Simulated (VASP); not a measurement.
# BaRu3 (Pm-3m) in VASP: notebook, part 2 of 2

VASP 6.6.1. Earlier steps stand in the parts before.

## (3) Single point, PBEsol (16.50 Å³/atom)

This run uses another cell than the first one, of 16.50 Å³/atom.

INCAR

```
PREC = Accurate
ENCUT = 520
EDIFF = 1E-7
ISMEAR = 0
SIGMA = 0.05
LREAL = F
LASPH = T
NELM = 80
ALGO = Fast
ISIF = 2
LWAVE = F
LCHARG = F
GGA = PS
NBANDS = 34
```

KPOINTS

```
Automatic mesh
0
Gamma
  8 8 8
```

POSCAR

```
BaRu3
1.0
    4.0416242391      0.0000000000      0.0000000000
    0.0000000000      4.0416242391      0.0000000000
    0.0000000000      0.0000000000      4.0416242391
Ba Ru
1 3
Direct
    0.0000000000      0.0000000000      0.0000000000
    0.0000000000      0.5000000000      0.5000000000
    0.5000000000      0.5000000000      0.0000000000
    0.5000000000      0.0000000000      0.5000000000
```

Potentials or basis: VASP PAW PBE potentials, release 64 (Ba_sv, Ru_pv).

Run with:

```sh
$ cat potpaw_PBE.64/Ba_sv/POTCAR potpaw_PBE.64/Ru_pv/POTCAR > POTCAR
$ mpirun -np 1 vasp_std > vasp.out
```

OUTCAR:

```text
PREC = Accurate
   ENCUT = 520
   EDIFF = 1E-7
   ISMEAR = 0
   LREAL = F
   LASPH = T
   NELM = 80
   ISIF = 2
   GGA = PS

 ion  position               nearest neighbor table
   1  0.000  0.000  0.000-   2 2.86   3 2.86   4 2.86   2 2.86   4 2.86   2 2.86   3 2.86   2 2.86
                             3 2.86   4 2.86   4 2.86   3 2.86
   2  0.000  0.500  0.500-   1 2.86   3 2.86   4 2.86   1 2.86   3 2.86   1 2.86   4 2.86   1 2.86
                             3 2.86   4 2.86   3 2.86   4 2.86
   3  0.500  0.500  0.000-   1 2.86   2 2.86   4 2.86   2 2.86   4 2.86   1 2.86   4 2.86   4 2.86
[... 1093 lines left out ...]
  --------------------------------------------------------------------------------------
  -------------------------------------------------------------------------------------
  Total        3.7908903      3.7908903      3.7908903     -0.0000000     -0.0000000      0.0000000
  in kB       91.9991900     91.9991900     91.9991900     -0.0000000     -0.0000000      0.0000000
  external PRESSURE =      91.9991900 kB  Pullay stress =       0.0000000 kB

 VOLUME and BASIS-vectors are now :
 -----------------------------------------------------------------------------
  energy-cutoff  :      520.00
  volume of cell :       66.02
      direct lattice vectors                 reciprocal lattice vectors
     4.041624239  0.000000000  0.000000000     0.247425278  0.000000000  0.000000000
     0.000000000  4.041624239  0.000000000     0.000000000  0.247425278  0.000000000
     0.000000000  0.000000000  4.041624239     0.000000000  0.000000000  0.247425278

 POSITION                                       TOTAL-FORCE (eV/Angst)
 -----------------------------------------------------------------------------------
      0.00000      0.00000      0.00000         0.000000      0.000000      0.000000
      0.00000      2.02081      2.02081         0.000000      0.000000      0.000000
      2.02081      2.02081      0.00000         0.000000      0.000000      0.000000
      2.02081      0.00000      2.02081         0.000000      0.000000      0.000000
 -----------------------------------------------------------------------------------
    total drift:                                0.000000      0.000000     -0.000000

  FREE ENERGIE OF THE ION-ELECTRON SYSTEM (eV)
  ---------------------------------------------------
  free  energy   TOTEN  =       -26.8302793467 eV

  energy  without entropy=      -26.8191332554  energy(sigma->0) =      -26.82470630
```

stdout:

```text
POSCAR found type information on POSCAR BaRu
 POSCAR found :  2 types and       4 ions
 scaLAPACK will be used
 -----------------------------------------------------------------------------
|                                                                             |
|                                                                             |
|     You enforced a specific xc type in the INCAR file but a different       |
|     I HOPE YOU KNOW WHAT YOU ARE DOING!                                     |
|                                                                             |
 -----------------------------------------------------------------------------

 LDA part: xc-table for (Slater+PW92), standard interpolation
 POSCAR, INCAR and KPOINTS ok, starting setup
 FFT: planning ... GRIDC
 FFT: planning ... GRID_SOFT
 FFT: planning ... GRID
 WAVECAR not read
 entering main loop
```

Run time: 2 min. Hardware: 1 thread of Intel Xeon 8259CL, shared host; peak memory 0.21 GiB.

Results:

- Free energy: -26.8303 eV
- Pressure: 9.2 GPa
- Band gap on the k mesh: zero (bands 26 and 27 overlap by 1.66 eV)

Caveat: the cell stands under pressure; the PAW data sets were made with another functional, which shifts forces and pressure a little; spin-orbit coupling is left out, which moves the levels of the heavy elements.

## (4) Single point, PBEsol (16.71 Å³/atom)

This run uses another cell than the first one, of 16.71 Å³/atom.

INCAR

```
SYSTEM = BaRu3
PREC     = Accurate       ! precision mode
ENCUT    = 520            ! plane-wave cutoff, eV
EDIFF    = 1E-6           ! SCF threshold, eV
ISMEAR   = 0              ! smearing method
SIGMA    = 0.05           ! smearing width, eV
LREAL    = .FALSE.        ! projectors in reciprocal space
LASPH    = .TRUE.         ! aspherical terms in the spheres
NELM     = 80             ! most SCF steps
ALGO     = Normal         ! electronic algorithm
ISIF     = 2              ! what is computed and relaxed
LWAVE    = .FALSE.        ! write WAVECAR
LCHARG   = .FALSE.        ! write CHGCAR
GGA      = PS             ! functional
NBANDS   = 34             ! bands
```

KPOINTS

```
regular mesh
0
G
  8 8 8
  0 0 0
```

POSCAR

```
BaRu3
1.0
    4.0585829271      0.0000000000      0.0000000000
    0.0000000000      4.0585829271      0.0000000000
    0.0000000000      0.0000000000      4.0585829271
Ba Ru
1 3
Direct
    0.0000000000      0.0000000000      0.0000000000
    0.0000000000      0.5000000000      0.5000000000
    0.5000000000      0.5000000000      0.0000000000
    0.5000000000      0.0000000000      0.5000000000
```

Run with:

```sh
$ cat potpaw_PBE.64/Ba_sv/POTCAR potpaw_PBE.64/Ru_pv/POTCAR > POTCAR
$ mpirun -np 1 vasp_std > vasp.out
```

Wall time 90 s (1 thread of Intel Xeon 8259CL, shared host); peak memory 0.21 GiB.

It converged, with:

| Item | Value |
| --- | --- |
| Free energy | -26.8729 eV |
| Pressure | 7.0 GPa |
| Band gap on the k mesh | zero (bands 26 and 27 overlap by 1.63 eV) |

Levels at points of the mesh, in eV from the Fermi level:
```tsv
k point	band 23	band 24	band 25	band 26	band 27	band 28	band 29	band 30
(0.00, 0.00, 0.00)	-1.17	0.50	0.50	1.45	1.91	1.91	1.91	5.31
(0.50, 0.00, 0.00)	-1.44	-0.44	-0.40	0.06	0.06	0.72	1.13	1.91
(0.50, 0.50, 0.00)	-1.03	-0.90	-0.15	-0.14	0.00	0.07	0.07	0.40
(0.50, 0.50, 0.50)	-1.23	-0.65	-0.65	0.66	1.50	1.50	1.50	4.89
```

Caveat: the cell stands under pressure; the PAW data sets were made with another functional, which shifts forces and pressure a little; spin-orbit coupling is left out, which moves the levels of the heavy elements.

## (5) Single point, PBEsol (16.84 Å³/atom)

This run uses another cell than the first one, of 16.84 Å³/atom.

INCAR

```
  PREC = Accurate
  ENCUT = 520
  EDIFF = 1E-6
  ISMEAR = 0
  SIGMA = 0.05
  LREAL = F
  LASPH = T
  NELM = 100
  ALGO = Normal
  ISIF = 2
  LWAVE = F
  LCHARG = F
  GGA = PS
  NBANDS = 34
```

KPOINTS

```
Automatic mesh
0
Gamma
  8 8 8
```

POSCAR

```
BaRu3
1.0
    4.0689333394      0.0000000000      0.0000000000
    0.0000000000      4.0689333394      0.0000000000
    0.0000000000      0.0000000000      4.0689333394
Ba Ru
1 3
Direct
    0.0000000000      0.0000000000      0.0000000000
    0.0000000000      0.5000000000      0.5000000000
    0.5000000000      0.5000000000      0.0000000000
    0.5000000000      0.0000000000      0.5000000000
```

Run with:

```sh
$ cat potpaw_PBE.64/Ba_sv/POTCAR potpaw_PBE.64/Ru_pv/POTCAR > POTCAR
$ mpirun -np 1 vasp_std > vasp.out
```

Run time: 82 s. Hardware: 1 thread of Intel Xeon 8259CL, shared host; peak memory 0.21 GiB.

It converged, with:

```yaml
Free_energy: -26.8936 eV
Pressure: 5.7 GPa
Band_gap_on_the_k_mesh: zero (bands 26 and 27 overlap by 1.61 eV)
```

Levels at points of the mesh, in eV from the Fermi level:
| k point | band 22 | band 23 | band 24 | band 25 | band 26 | band 27 | band 28 | band 29 | band 30 | band 31 |
| --- | --- | --- | --- | --- | --- | --- | --- | --- | --- | --- |
| (0.00, 0.00, 0.00) | -1.15 | -1.15 | 0.50 | 0.50 | 1.43 | 1.89 | 1.89 | 1.89 | 5.28 | 5.28 |
| (0.50, 0.00, 0.00) | -1.43 | -1.43 | -0.44 | -0.39 | 0.06 | 0.06 | 0.71 | 1.09 | 1.89 | 3.73 |
| (0.50, 0.50, 0.00) | -1.02 | -1.02 | -0.88 | -0.16 | -0.13 | 0.01 | 0.06 | 0.06 | 0.41 | 4.78 |
| (0.50, 0.50, 0.50) | -1.21 | -1.21 | -0.64 | -0.64 | 0.67 | 1.49 | 1.49 | 1.49 | 4.85 | 4.85 |

Caveat: the cell stands under pressure; the PAW data sets were made with another functional, which shifts forces and pressure a little; spin-orbit coupling is left out, which moves the levels of the heavy elements.

## (6) Single point, PBEsol (17.18 Å³/atom)

This run uses another cell than the first one, of 17.18 Å³/atom.

INCAR

```
SYSTEM = BaRu3
ALGO = Normal
EDIFF = 1E-6
ENCUT = 520
GGA = PS
ISIF = 2
ISMEAR = 0
LASPH = .TRUE.
LCHARG = .TRUE.
LELF = .TRUE.
LREAL = .FALSE.
LVHAR = .TRUE.
LWAVE = .FALSE.
NBANDS = 34
NELM = 60
PREC = Accurate
SIGMA = 0.05
```

KPOINTS

```
k-points
0
G
  8 8 8
  0 0 0
```

POSCAR

```
BaRu3
1.0
    4.0958807031      0.0000000000      0.0000000000
    0.0000000000      4.0958807031      0.0000000000
    0.0000000000      0.0000000000      4.0958807031
Ba Ru
1 3
Direct
    0.0000000000      0.0000000000      0.0000000000
    0.0000000000      0.5000000000      0.5000000000
    0.5000000000      0.5000000000      0.0000000000
    0.5000000000      0.0000000000      0.5000000000
```

Potentials or basis: VASP PAW PBE potentials, release 64 (Ba_sv, Ru_pv).

Run with:

```sh
$ cat potpaw_PBE.64/Ba_sv/POTCAR potpaw_PBE.64/Ru_pv/POTCAR > POTCAR
$ mpirun -np 1 vasp_std > vasp.out
```

Wall time 86 s (1 thread of Intel Xeon 8259CL, shared host); peak memory 0.22 GiB.

It converged, with:

```
Free energy            : -26.9293 eV
Pressure               : 2.7 GPa
Band gap on the k mesh : zero (bands 26 and 27 overlap by 1.57 eV)
```

Levels at points of the mesh, in eV from the Fermi level:
```tsv
k point	band 24	band 25	band 26	band 27	band 28	band 29
(0.00, 0.00, 0.00)	0.49	0.49	1.40	1.84	1.84	1.84
(0.50, 0.00, 0.00)	-0.42	-0.37	0.06	0.06	0.70	1.00
(0.50, 0.50, 0.00)	-0.84	-0.18	-0.11	0.02	0.03	0.03
(0.50, 0.50, 0.50)	-0.59	-0.59	0.67	1.45	1.45	1.45
```

Caveat: the PAW data sets were made with another functional, which shifts forces and pressure a little; spin-orbit coupling is left out, which moves the levels of the heavy elements.

## (7) Summary

```tsv
cell	gap on the mesh (eV)	pressure (GPa)
a = 4.014 Å, 4 atoms	none	13.2
a = 4.042 Å, 4 atoms	none	9.2
a = 4.059 Å, 4 atoms	none	7.0
a = 4.069 Å, 4 atoms	none	5.7
a = 4.096 Å, 4 atoms	none	2.7
```

Alike in all rows: task single point; level PBEsol; potentials or basis VASP PAW PBE potentials, release 64 (Ba_sv, Ru_pv); no spin polarisation; k mesh 8 × 8 × 8; cutoff (eV) 520; smearing gaussian 0.05 eV.

Caveats: the PAW data sets were made with another functional, which shifts forces and pressure a little; spin-orbit coupling is left out, which moves the levels of the heavy elements; the cell stands under pressure (at least some runs).

Absolute energies hang on the potentials; compare differences alone.
